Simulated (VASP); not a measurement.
Wanted: the native input for a VASP 6.6.1 run.

```yaml
Task: single point
Functional: HSE06
Potentials_or_basis: VASP PAW PBE potentials, release 64 (Na_pv, Cl)
Cutoff: 520 eV
k_mesh: 6 × 6 × 6
Occupations: gaussian, width 0.01 eV
Spin: no spin polarisation
Dipole_correction: no
Grid_for_exact_exchange_PRECFOCK: Normal
Further_INCAR_settings: ALGO = Normal; EDIFF = 1e-07; NBANDS = 14
Screening_parameter: 0.2079 1/Å
```

NaCl:

```
Na Cl
1.0
     3.41376   -0.04578   -0.04578
    -0.04578    3.41376   -0.04578
    -0.04578   -0.04578    3.41376
Na Cl
1 1
Direct
  0.00000 0.00000 0.00000
  0.50000 0.50000 0.50000
```

This cell differs from its parent crystal: strain along [111] -4.0%.

These files were run (other wordings do the same):

POSCAR

```
NaCl
1.0
    3.4137645164     -0.0457813233     -0.0457813233
   -0.0457813233      3.4137645164     -0.0457813233
   -0.0457813233     -0.0457813233      3.4137645164
Na Cl
1 1
Direct
    0.0000000000      0.0000000000      0.0000000000
    0.5000000000      0.5000000000      0.5000000000
```

INCAR.step1

```
PREC     = Accurate       # precision mode
ENCUT    = 520            # plane-wave cutoff, eV
EDIFF    = 1E-5           # SCF threshold, eV
ISMEAR   = 0              # smearing method
SIGMA    = 0.01           # smearing width, eV
LREAL    = F              # projectors in reciprocal space
LASPH    = T              # aspherical terms in the spheres
NELM     = 80             # most SCF steps
ALGO     = Normal         # electronic algorithm
ISIF     = 2              # what is computed and relaxed
LWAVE    = T              # write WAVECAR
LCHARG   = F              # write CHGCAR
NBANDS   = 14             # bands
GGA      = PE             # functional
```

INCAR.step2

```
PREC     = Accurate       # precision mode
ENCUT    = 520            # plane-wave cutoff, eV
EDIFF    = 1E-7           # SCF threshold, eV
ISMEAR   = 0              # smearing method
SIGMA    = 0.01           # smearing width, eV
LREAL    = F              # projectors in reciprocal space
LASPH    = T              # aspherical terms in the spheres
NELM     = 80             # most SCF steps
ALGO     = Normal         # electronic algorithm
ISIF     = 2              # what is computed and relaxed
LWAVE    = F              # write WAVECAR
LCHARG   = F              # write CHGCAR
GGA      = PE             # functional
LHFCALC  = T              # exact exchange
HFSCREEN = 0.2079         # screening, 1/A
PRECFOCK = Normal       
NBANDS   = 14             # bands
ISTART   = 1
```

KPOINTS

```
regular mesh
0
Gamma
  6 6 6
```

Potentials or basis: VASP PAW PBE potentials, release 64 (Na_pv, Cl).

Run with:

```console
$ cat potpaw_PBE.64/Na_pv/POTCAR potpaw_PBE.64/Cl/POTCAR > POTCAR
$ cp INCAR.step1 INCAR
$ mpirun -np 1 vasp_std > vasp.out
$ cp INCAR.step2 INCAR
$ mpirun -np 1 vasp_std > vasp.out
```

It gave:

- Pressure: 1.9 GPa
- Band gap on the k mesh: 5.59 eV, indirect (least direct gap 6.14 eV)

Caveat: the cell differs from its parent crystal (strain along [111] -4.0%); the PAW data sets were made with another functional, which shifts forces and pressure a little.

It took 52 min on 1 thread of Intel(R) Xeon(R) Platinum 8375C CPU @ 2.90GHz (Ice Lake), with other jobs on the host, peak memory 0.27 GiB.
